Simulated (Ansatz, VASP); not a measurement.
## Two plane-wave programs on Os

The input INCAR:

```
ALGO     = Normal         # electronic algorithm
EDIFF    = 1E-6           # SCF threshold, eV
ENCUT    = 560            # plane-wave cutoff, eV
GGA      = CA             # functional
GGA_COMPAT= F            
ISIF     = 2              # what is computed and relaxed
ISMEAR   = -1             # smearing method
LASPH    = T              # aspherical terms in the spheres
LCHARG   = T              # write CHGCAR
LMAXMIX  = 4              # l up to which the mixer works
LNONCOLLINEAR= T              # non-collinear magnetism
LORBIT   = 11             # projections on sites
LORBMOM  = T            
LREAL    = F              # projectors in reciprocal space
LSORBIT  = T              # spin-orbit coupling
LVHAR    = T            
LWAVE    = F              # write WAVECAR
MAGMOM   = 0 0 0 0 0 0    # initial moments
NBANDS   = 44             # bands
NELM     = 200            # most SCF steps
PREC     = Accurate       # precision mode
SIGMA    = 0.05           # smearing width, eV
```

File KPOINTS:

```
k-points
0
Gamma
  11 11 6
```

File POSCAR:

```
Os
1.0
    2.6782863798      0.0000000000      0.0000000000
   -1.3391431899      2.3194640436      0.0000000000
    0.0000000000      0.0000000000      4.2315181138
Os
2
Direct
    0.6666666667      0.3333333333      0.7500000000
    0.3333333333      0.6666666667      0.2500000000
```

File input.yaml:

```yaml
crystal:
  lattice:
    - [2.6782863798, 0.0, 0.0]
    - [-1.3391431899, 2.3194640436, 0.0]
    - [0.0, 0.0, 4.2315181138]
  atoms:
    - { symbol: Os, position: [0.6666666667, 0.3333333333, 0.75] }
    - { symbol: Os, position: [0.3333333333, 0.6666666667, 0.25] }
hamiltonian:
  xc: lda
  pseudopotentials: { kind: paw_fr }
magnetization:
  noncollinear: true
  spin_orbit: true
kpoints:
  mp_grid: { grid: [11, 11, 6] }
scf:
  occupations: { method: fermi_dirac, width: 0.05 }
output:
  forces: true
  stress: true
  eigenvalues: true
```

Alike in both runs: task single point; functional LDA; k mesh 11 × 11 × 6; occupations fermi-dirac, width 0.05 eV; non-collinear spin, spin-orbit coupling.

|  | VASP | Ansatz |
| --- | --- | --- |
| version | VASP 6.6.1 | Ansatz 0.2.0 |
| potentials or method | VASP PAW LDA potentials, release 64 (Os_sv_GW) | Ansatz PAW |
| plane-wave cutoff (eV) | 560 | 420 |
| valence electrons in the cell | 32 | 32 |

```csv
,VASP,Ansatz,Ansatz less VASP
pressure (GPa),22.5,20.7,-1.80
"traceless stress, the component that is largest in VASP (GPa)",0.96,0.73,-0.222
```

LDA's correlation is that of Perdew and Zunger in VASP and of Perdew and Wang (1992) in Ansatz.
